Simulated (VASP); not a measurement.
Here is a VASP 6.6.1 calculation.

Contents of INCAR:

```
  ALGO = Normal
  EDIFF = 1E-6
  ENCUT = 520
  GGA = PS
  ISIF = 2
  ISMEAR = -1
  LASPH = True
  LCHARG = False
  LREAL = False
  LWAVE = False
  NBANDS = 20
  NELM = 80
  PREC = Accurate
  SIGMA = 0.03
```

Contents of KPOINTS:

```
k-points
0
Gamma
  15 15 15
```

The input POSCAR:

```
WS2
1.0
    1.5790003843      0.9116362969      6.1016967000
   -1.5790003843      0.9116362969      6.1016967000
    0.0000000000     -1.8232725938      6.1016967000
W S
1 2
Direct
    0.0000000000      0.0000000000      0.0000000000
    0.7503000000      0.7503000000      0.7503000000
    0.5810000000      0.5810000000      0.5810000000
```

Potentials or basis: VASP PAW PBE potentials, release 64 (W_sv, S).

Run with:

```sh
$ cat potpaw_PBE.64/W_sv/POTCAR potpaw_PBE.64/S/POTCAR > POTCAR
$ mpirun -np 1 vasp_std > vasp.out
```

(1) Predict the pressure.

(2) What does it give for the band gap on the k mesh?

(3) Predict the largest force.

## Answers

(1) 1.3 GPa.

(2) 1.00 eV (least direct gap 1.85 eV).

(3) 0.615 eV/Å.

Caveat: the cell differs from its parent crystal (zz strain of -1 %); the PAW data sets were made with another functional, which shifts forces and pressure a little; spin-orbit coupling is left out, which moves the levels of the heavy elements.
